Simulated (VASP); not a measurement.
RbCl:

```
Rb Cl
1.0
     0.00000    3.30581    3.30581
     3.30581    0.00000    3.30581
     3.30581    3.30581    0.00000
Rb Cl
1 1
Direct
  0.00000 0.00000 0.00000
  0.50000 0.50000 0.50000
```

Base run:

- Program: VASP 6.6.1
- Functional: PBE
- Potentials or basis: VASP PAW PBE potentials, release 64 (Rb_sv, Cl)
- Cutoff: 500 eV
- k mesh: 4 × 4 × 4
- Occupations: gaussian, width 0.01 eV
- Spin: no spin polarisation

Its results: band gap on the k mesh 4.95 eV; pressure 0.6 GPa.

After a change of settings the same cell gave: band gap on the k mesh 4.52 eV; pressure -1.8 GPa. Which change was it?
A. functional from PBE to HSE06; cutoff from 500 eV to 400 eV
B. functional from PBE to r2SCAN; cutoff from 500 eV to 550 eV
C. functional from PBE to LDA; potentials or basis from VASP PAW PBE potentials, release 64 (Rb_sv, Cl) to VASP PAW LDA potentials, release 64 (Rb_sv, Cl)

C.
